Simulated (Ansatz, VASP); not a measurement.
# One calculation of Pb, two programs

The input INCAR:

```
PREC = Accurate
ENCUT = 520
EDIFF = 1E-6
ISMEAR = 0
SIGMA = 0.15
LREAL = F
LASPH = T
NELM = 80
ALGO = Fast
ISIF = 2
LWAVE = F
LCHARG = T
GGA = PE
LELF = T
LVHAR = T
NBANDS = 13
```

The input KPOINTS:

```
regular mesh
0
Gamma
  16 16 16
```

File POSCAR:

```
Pb
1.0
    0.0000000000      2.3586590000      2.4698000000
    2.5809410000      0.0000000000      2.4698000000
    2.5809410000      2.3586590000      0.0000000000
Pb
1
Direct
    0.0000000000      0.0000000000      0.0000000000
```

Input for Ansatz:

```yaml
crystal:
  lattice:
    - [0.0, 2.358659, 2.4698]
    - [2.580941, 0.0, 2.4698]
    - [2.580941, 2.358659, 0.0]
  atoms:
    - { symbol: Pb, position: [0.0, 0.0, 0.0] }
basis:
  ecutwfc: 420
kpoints:
  mp_grid: { grid: [16, 16, 16] }
hamiltonian:
  xc: pbe
scf:
  occupations: { method: gaussian, width: 0.15 }
output:
  forces: true
  stress: true
  eigenvalues: true
  write_density: true
  write_potential: true
  elf: true
  volumetric_format: npy
```

Change from the starting cell: strain +0.0450 x Voigt [1, -1, 0, 0, 0, 0], atoms carried along.

Alike in both runs: task single point; functional PBE; k mesh 16 × 16 × 16; occupations gaussian, width 0.15 eV; no spin polarisation.

|  | VASP | Ansatz |
| --- | --- | --- |
| version | VASP 6.6.1 | Ansatz 0.2.0 |
| potentials or method | VASP PAW PBE potentials, release 64 (Pb_d), cutoff 520 eV | scalar-relativistic, plane waves, PAW |
| valence electrons in the cell | 14 | 14 |

```csv
,VASP,Ansatz,Ansatz less VASP
gap on the k mesh at the Fermi level (eV),none,none,-
pressure (GPa),2.8,2.8,+0.02
"traceless stress, the component that is largest in VASP (GPa)",0.72,0.72,-0.002
```

A gap of «none» marks a metal or a gap that the smearing closes. With one functional, cell and mesh, what is left measures potentials, basis and numerics.

Spin-orbit coupling is off throughout.
